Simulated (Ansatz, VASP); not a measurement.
# Two plane-wave programs on KCl

File POSCAR:

```
KCl
1.0
    3.8391960000      0.0000000000      0.0000000000
    0.0000000000      3.8391960000      0.0000000000
    0.0000000000      0.0000000000      3.8391960000
K Cl
1 1
Direct
    0.0000000000      0.0000000000      0.0000000000
    0.5000000000      0.5000000000      0.5000000000
```

Contents of INCAR.step1:

```
ALGO = Normal
EDIFF = 1E-4
ENCUT = 600
GGA = PE
ISMEAR = 0
LASPH = T
LCHARG = F
LREAL = F
LWAVE = T
NELM = 100
PREC = Accurate
SIGMA = 0.02
```

The input INCAR.step2:

```
ALGO = Normal
EDIFF = 1E-7
EDIFFG = -0.01
ENCUT = 600
IBRION = 2
ISIF = 3
ISMEAR = 0
ISTART = 1
LASPH = T
LCHARG = F
LMIXTAU = T
LREAL = F
LWAVE = F
METAGGA = R2SCAN
NELM = 100
NSW = 100
PREC = Accurate
SIGMA = 0.02
```

KPOINTS

```
k-points
0
Gamma
  6 6 6
```

Input for Ansatz:

```yaml
crystal:
  lattice:
    - [3.839196, 0.0, 0.0]
    - [0.0, 3.839196, 0.0]
    - [0.0, 0.0, 3.839196]
  atoms:
    - { symbol: K, position: [0.0, 0.0, 0.0] }
    - { symbol: Cl, position: [0.5, 0.5, 0.5] }
basis:
  ecutwfc: 500
kpoints:
  mp_grid: { grid: [6, 6, 6] }
hamiltonian:
  xc: r2scan
scf:
  occupations: { method: gaussian, width: 0.02 }
output:
  forces: true
  stress: true
  eigenvalues: true
relax:
  adjacent_minimum: "off"
  f_tol: 0.01
  max_steps: 80
  cell: { stress_tol: 0.05 }
```

Alike in both runs: task relaxation of cell and atoms; functional r2SCAN; k mesh 6 × 6 × 6; occupations gaussian, width 0.02 eV; no spin polarisation.

```csv
,VASP,Ansatz
version,VASP 6.6.1,Ansatz 0.2.0
potentials or method,"VASP PAW PBE potentials, release 64 (K_sv, Cl), cutoff 600 eV","scalar-relativistic, plane waves, PAW"
valence electrons in the cell,16,16
```

```csv
,VASP,Ansatz,Ansatz less VASP
"gap on the k mesh at the Fermi level, each at its own relaxed structure (eV)",5.80,5.80,-0.002
relaxed volume (Å³/atom),26.84,26.82,-0.021
relaxed length of the cell vector where the two differ most in proportion (Å),3.772,3.771,-0.0010
```

VASP's potentials were made for PBE, not for r2SCAN.
